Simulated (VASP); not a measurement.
# PbS (R3m) in VASP: further runs

Aim: see how the results for PbS move with the level of theory and the settings. Levels: PBEsol, LDA. Tasks: single point.

Everything below comes from runs of VASP 6.6.1. Logs are shortened: lines on timing, memory, paths and dates and some standing lists are left out, and cuts for length are marked.

### 1 The cell of the first run

Symmetry: R3m, No. 160, trigonal system. Conventional cell: a = 4.139 Å, b = 4.139 Å, c = 10.144 Å, α = 90.00°, β = 90.00°, γ = 120.00°. Within 3.8 Å of Pb (site symmetry 3m) lie 6 S at 2.90 to 2.96 Å. S (site symmetry 3m) has 6 Pb at 2.90 to 2.96 Å within 3.8 Å.

### 2 Single point, PBEsol

The input, INCAR:

```
SYSTEM = PbS
PREC = Accurate
ENCUT = 520
EDIFF = 1E-7
ISMEAR = -1
SIGMA = 0.05
LREAL = .FALSE.
LASPH = .TRUE.
NELM = 60
ALGO = Normal
ISIF = 2
LWAVE = .FALSE.
LCHARG = .TRUE.
GGA = PS
LELF = .TRUE.
LVHAR = .TRUE.
NBANDS = 17
```

The input, KPOINTS:

```
regular mesh
0
G
  8 8 8
  0 0 0
```

The input, POSCAR:

```
PbS
1.0
    2.0695340594      1.1948460463      3.3814492087
   -2.0695340594      1.1948460463      3.3814492087
    0.0000000000     -2.3896920926      3.3814492087
Pb S
1 1
Direct
    0.9805657800      0.9805657800      0.9805657800
    0.4750355500      0.4750355500      0.4750355500
```

Potentials or basis: VASP PAW PBE potentials, release 64 (Pb_d, S).

The run is started by

```bash
> cat potpaw_PBE.64/Pb_d/POTCAR potpaw_PBE.64/S/POTCAR > POTCAR
> mpirun -np 1 vasp_std > vasp.out
```

OUTCAR:

```text
SYSTEM = PbS
   PREC = Accurate
   ENCUT = 520
   EDIFF = 1E-7
   ISMEAR = -1
   LREAL = .FALSE.
   LASPH = .TRUE.
   NELM = 60
   ISIF = 2
   GGA = PS

 ion  position               nearest neighbor table
   1  0.981  0.981  0.981-   2 2.90   2 2.90   2 2.90   2 2.96   2 2.96   2 2.96
   2  0.475  0.475  0.475-   1 2.90   1 2.90   1 2.90   1 2.96   1 2.96   1 2.96

  LATTYP: Found a trigonal (rhomboedric) cell.
 ALAT       =     4.1406312379
 COS(alpha) =     0.5003774362

  Lattice vectors:

 A1 = (   2.0695340594,   1.1948460463,   3.3814492087)
 A2 = (  -2.0695340594,   1.1948460463,   3.3814492087)
 A3 = (   0.0000000000,  -2.3896920926,   3.3814492087)

Analysis of symmetry for initial positions (statically):
=====================================================================
 Subroutine PRICEL returns:
 Original cell was already a primitive cell.

 Routine SETGRP: Setting up the symmetry group for a
 trigonal (rhombohedral) supercell.

 Subroutine GETGRP returns: Found  6 space group operations
 (whereof  6 operations were pure point group operations)
 out of a pool of 12 trial point group operations.

The static configuration has the point symmetry C_3v.

Analysis of symmetry for dynamics (positions and initial velocities):
=====================================================================
 Subroutine PRICEL returns:
 Original cell was already a primitive cell.

 Routine SETGRP: Setting up the symmetry group for a
 trigonal (rhombohedral) supercell.

 Subroutine GETGRP returns: Found  6 space group operations
 (whereof  6 operations were pure point group operations)
 out of a pool of 12 trial point group operations.

The dynamic configuration has the point symmetry C_3v.

 Subroutine INISYM returns: Found  6 space group operations
 (whereof  6 operations are pure point group operations),
 and found     1 'primitive' translations

----------------------------------------------------------------------------------------

                                     Primitive cell

  volume of cell :      50.1694

  direct lattice vectors                    reciprocal lattice vectors
     2.069534059  1.194846046  3.381449209     0.241600276  0.139487984  0.098577063
    -2.069534059  1.194846046  3.381449209    -0.241600276  0.139487984  0.098577063
     0.000000000 -2.389692093  3.381449209     0.000000000 -0.278975969  0.098577063

  length of vectors
     4.140631238  4.140631238  4.140631238     0.295880092  0.295880092  0.295880092

  position of ions in fractional coordinates (direct lattice)
     0.980565780  0.980565780  0.980565780
     0.475035550  0.475035550  0.475035550

  ion indices of the primitive-cell ions
   primitive index   ion index
                 1           1
                 2           2

----------------------------------------------------------------------------------------

 KPOINTS: regular mesh

Automatic generation of k-mesh.
 Grid dimensions read from file:
 generate k-points for:    8    8    8

 Generating k-lattice:

  Cartesian coordinates                     Fractional coordinates (reciprocal lattice)
     0.030200035  0.017435998  0.012322133     0.125000000  0.000000000 -0.000000000
    -0.030200035  0.017435998  0.012322133     0.000000000  0.125000000 -0.000000000
     0.000000000 -0.034871996  0.012322133    -0.000000000 -0.000000000  0.125000000

  Length of vectors
     0.036985011  0.036985011  0.036985011

  Shift w.r.t. Gamma in fractional coordinates (k-lattice)
     0.000000000  0.000000000  0.000000000

 Subroutine IBZKPT returns following result:
 ===========================================

 Found     65 irreducible k-points:

 Following reciprocal coordinates:
            Coordinates               Weight
  0.000000  0.000000  0.000000      1.000000
  0.125000  0.000000  0.000000      6.000000
  0.250000  0.000000  0.000000      6.000000
  0.375000 -0.000000  0.000000      6.000000
  0.500000  0.000000  0.000000      3.000000
  0.125000  0.125000  0.000000      6.000000
[... 16 lines left out ...]
  0.250000  0.125000  0.125000      6.000000
  0.375000  0.125000  0.125000      6.000000
 [... further k-points ...]
   k-points           NKPTS =     65   k-points in BZ     NKDIM =     65   number of bands    NBANDS=     17
   number of dos      NEDOS =    301   number of ions     NIONS =      2
   total plane-waves  NPLWV =  32768
   dimension x,y,z NGX =    32 NGY =   32 NGZ =   32
   dimension x,y,z NGXF=    64 NGYF=   64 NGZF=   64
   ions per type =               1   1
   NGX,Y,Z   is equivalent  to a cutoff of  12.85, 12.85, 12.85 a.u.
   NGXF,Y,Z  is equivalent  to a cutoff of  25.70, 25.70, 25.70 a.u.
 SYSTEM =  PbS
   PREC   = accura    normal or accurate (medium, high low for compatibility)
   ISTART =      0    job   : 0-new  1-cont  2-samecut
   ICHARG =      2    charge: 1-file 2-atom 10-const
   ISPIN  =      1    spin polarized calculation?
   LNONCOLLINEAR =      F non collinear calculations
   LSORBIT =      F    spin-orbit coupling
   LASPH  =      T    aspherical Exc in radial PAW
   ENCUT  =  520.0 eV  38.22 Ry    6.18 a.u.   7.70  7.70  7.70*2*pi/ulx,y,z
   NELM   =     60;   NELMIN=  2; NELMDL= -5     # of ELM steps
   EDIFF  = 0.1E-06   stopping-criterion for ELM
   LREAL  =      F    real-space projection
   EDIFFG = 0.1E-05   stopping-criterion for IOM
   NSW    =      0    number of steps for IOM
   IBRION =     -1    ionic relax: 0-MD 1-quasi-New 2-CG
   NFREE  =      0    steps in history (QN), initial steepest desc. (CG)
   ISIF   =      2    stress and relaxation
   ISYM   =      2    0-nonsym 1-usesym 2-fastsym
   POTIM  = 0.5000    time-step for ionic-motion
   TEBEG  =    0.0;   TEEND  =   0.0 temperature during run
   PSTRESS=    0.0 pullay stress
   NELECT =      20.0000    total number of electrons
   NUPDOWN=      -1.0000    fix difference up-down
   EMIN   =  10.00;   EMAX   =-10.00  energy-range for DOS
   EFERMI =   0.00;   METHOD = LEGACY
   ISMEAR =    -1;   SIGMA  =   0.05  broadening in eV -4-tet -1-fermi 0-gaus
   EFERMI_NEDOS =   21; number of points for ismear=-14 and -15
   IALGO  =     38    algorithm
   IMIX   =      4    mixing-type and parameters
     AMIX     =   0.40;   BMIX     =  1.00
     AMIX_MAG =   1.60;   BMIX_MAG =  1.00
  volume/ion in A,a.u.               =      25.08       169.28
  Fermi-wavevector in a.u.,A,eV,Ry     =   1.204866  2.276866 19.751594  1.451701
  Thomas-Fermi vector in A             =   2.340578
   LORBIT       =      0    0 simple, 1 ext, 2 COOP (PROOUT), +10 PAW based schemes
   GGA     = PS    functional components
   LHFCALC =     F    Hartree Fock is set to
   AEXX    =    0.0000 exact exchange contribution
   IVDW    =     0    specifies the selected vdW correction
   LEPSILON=     F    determine dielectric tensor
   LRPA    =     F    only Hartree local field effects (RPA)
 non-spin polarized calculation
  energy-cutoff  :      520.00
  volume of cell :       50.17
 maximum number of plane-waves:      1365
   NGX = 15   NGY = 15   NGZ = 15

 number of electron      19.9999999 magnetization

 Free energy of the ion-electron system (eV)
  ---------------------------------------------------
  ext. energy  EPLUGINS =         0.00000000
  ---------------------------------------------------
  free energy    TOTEN  =        -9.45067786 eV

  energy without entropy =       -9.45003274  energy(sigma->0) =       -9.45035530

 E-fermi :   6.3134     XC(G=0): -10.0718

 val. band max:        6.2414706772   @ k =   0.5000   0.0000   0.0000
 cond. band min:       6.3852524975   @ k =   0.5000   0.0000   0.0000
 fundamental gap:      0.1437818203
 Fermi energy:         6.3133855802

 k-point     1 :       0.0000    0.0000    0.0000
  band No.  band energies     occupation
      1     -10.5999      2.00000
      2     -10.5996      2.00000
      3     -10.5996      2.00000
      4     -10.5882      2.00000
      5     -10.5882      2.00000
      6      -7.7608      2.00000
[... 9 lines left out ...]
     16      12.7955      0.00000
     17      14.5394      0.00000

 k-point     2 :       0.1250    0.0000    0.0000
  band No.  band energies     occupation
      1     -10.5993      2.00000
      2     -10.5980      2.00000
      3     -10.5979      2.00000
      4     -10.5874      2.00000
      5     -10.5873      2.00000
      6      -7.6170      2.00000
[... 9 lines left out ...]
     16      13.1655      0.00000
     17      15.8474      0.00000

 k-point     3 :       0.2500    0.0000    0.0000
  band No.  band energies     occupation
      1     -10.6100      2.00000
      2     -10.6092      2.00000
      3     -10.5978      2.00000
      4     -10.5700      2.00000
      5     -10.5698      2.00000
      6      -7.2150      2.00000
[... 9 lines left out ...]
     16      14.0207      0.00000
     17      18.0635      0.00000

 k-point     4 :       0.3750   -0.0000    0.0000
  band No.  band energies     occupation
      1     -10.6231      2.00000
      2     -10.6221      2.00000
      3     -10.5975      2.00000
      4     -10.5510      2.00000
      5     -10.5507      2.00000
      6      -6.6836      2.00000
[... 9 lines left out ...]
     16      15.2746      0.00000
     17      18.0658      0.00000
[... 343 lines left out ...]
      1     -10.5993      2.00000
      2     -10.5982      2.00000
      3     -10.5982      2.00000
      4     -10.5871      2.00000
      5     -10.5871      2.00000
      6      -7.6176      2.00000
[... 9 lines left out ...]
     16      13.1567      0.00000
     17      15.8460      0.00000

 k-point    23 :       0.2500    0.1250    0.1250
  band No.  band energies     occupation
      1     -10.6032      2.00000
      2     -10.6016      2.00000
      3     -10.5988      2.00000
      4     -10.5879      2.00000
      5     -10.5731      2.00000
      6      -7.3841      2.00000
[... 9 lines left out ...]
     16      14.3425      0.00000
     17      15.7646      0.00000

 k-point    24 :       0.3750    0.1250    0.1250
  band No.  band energies     occupation
      1     -10.6201      2.00000
      2     -10.6129      2.00000
      3     -10.5950      2.00000
      4     -10.5704      2.00000
      5     -10.5595      2.00000
      6      -6.9228      2.00000
[... 9 lines left out ...]
     16      15.7362      0.00000
     17      17.1329      0.00000

 [... further k-points ...]

------------------------ aborting loop because EDIFF is reached ----------------------------------------

  FORCE on cell =-STRESS in cart. coord.  units (eV):
  Direction    XX          YY          ZZ          XY          YZ          ZX
  --------------------------------------------------------------------------------------
  -------------------------------------------------------------------------------------
  Total        0.4719026      0.4719026      0.4730224      0.0000000     -0.0000000      0.0000000
  in kB       15.0703841     15.0703841     15.1061461      0.0000000     -0.0000000      0.0000000
  external PRESSURE =      15.0823048 kB  Pullay stress =       0.0000000 kB

 VOLUME and BASIS-vectors are now :
 -----------------------------------------------------------------------------
  energy-cutoff  :      520.00
  volume of cell :       50.17
      direct lattice vectors                 reciprocal lattice vectors
     2.069534059  1.194846046  3.381449209     0.241600276  0.139487984  0.098577063
    -2.069534059  1.194846046  3.381449209    -0.241600276  0.139487984  0.098577063
     0.000000000 -2.389692093  3.381449209     0.000000000 -0.278975969  0.098577063

 POSITION                                       TOTAL-FORCE (eV/Angst)
 -----------------------------------------------------------------------------------
      0.00000      0.00000      9.94720         0.000000      0.000000     -0.040811
      0.00000      0.00000      4.81893         0.000000     -0.000000      0.040811
 -----------------------------------------------------------------------------------
    total drift:                                0.000000      0.000000      0.000029

  FREE ENERGIE OF THE ION-ELECTRON SYSTEM (eV)
  ---------------------------------------------------
  free  energy   TOTEN  =        -9.4506778649 eV

  energy  without entropy=       -9.4500327371  energy(sigma->0) =       -9.45035530
```

Run time: 89 s. Hardware: 1 thread of AMD EPYC 7R13, shared host; peak memory 0.18 GiB.

What came out:

| Quantity | Value |
| --- | --- |
| Free energy | -9.4507 eV |
| Pressure | 1.5 GPa |
| Largest force | 0.041 eV/Å |
| Band gap on the k mesh | 0.14 eV |

Forces in eV/Å, atoms in the order of the input:
```
Pb   0.000  0.000 -0.041
S    0.000  0.000  0.041
```

Caveat: the PAW data sets were made with another functional, which shifts forces and pressure a little; spin-orbit coupling is left out, which moves the levels of the heavy elements. A k mesh can miss the band edges.

### 3 Single point, LDA

This run uses another cell than the first one, of 25.62 Å³/atom.

The input, INCAR:

```
ALGO = Normal
EDIFF = 1E-6
ENCUT = 520
ISIF = 2
ISMEAR = -1
LASPH = True
LCHARG = True
LELF = True
LREAL = False
LVHAR = True
LWAVE = False
NBANDS = 17
NELM = 60
PREC = Accurate
SIGMA = 0.05
```

The input, KPOINTS:

```
k-points
0
Gamma
  8 8 8
```

The input, POSCAR:

```
PbS
1.0
    2.0841087231      1.2032607323      3.4052630159
   -2.0841087231      1.2032607323      3.4052630159
    0.0000000000     -2.4065214646      3.4052630159
Pb S
1 1
Direct
    0.9805657800      0.9805657800      0.9805657800
    0.4750355500      0.4750355500      0.4750355500
```

Potentials or basis: VASP PAW LDA potentials, release 64 (Pb_d, S).

The run is started by

```bash
> cat potpaw_LDA.64/Pb_d/POTCAR potpaw_LDA.64/S/POTCAR > POTCAR
> mpirun -np 1 vasp_std > vasp.out
```

Wall time 67 s (1 thread of AMD EPYC 7R13, shared host); peak memory 0.16 GiB.

Results (log left out):

| Quantity | Value |
| --- | --- |
| Free energy | -9.9935 eV |
| Pressure | -1.5 GPa |
| Largest force | 0.018 eV/Å |
| Band gap on the k mesh | 0.17 eV |

Forces on the atoms (eV/Å):
```
Pb   0.000  0.000 -0.018
S    0.000  0.000  0.018
```

Levels at points of the mesh, in eV from the valence-band top:
```
           k point  band 8  band 9  band 10  band 11  band 12  band 13
(0.00, 0.00, 0.00)   -2.26   -2.26    -2.26     5.08     5.11     5.11
(0.50, 0.00, 0.00)   -1.85   -1.85     0.00     0.17     1.80     1.80
(0.50, 0.50, 0.00)   -5.41   -3.59    -3.59     3.62     5.52     5.63
(0.50, 0.50, 0.50)   -1.84   -1.84    -0.07     0.25     1.79     1.79
```

Caveat: spin-orbit coupling is left out, which moves the levels of the heavy elements. A k mesh can miss the band edges.

[end of part 1 of 2]
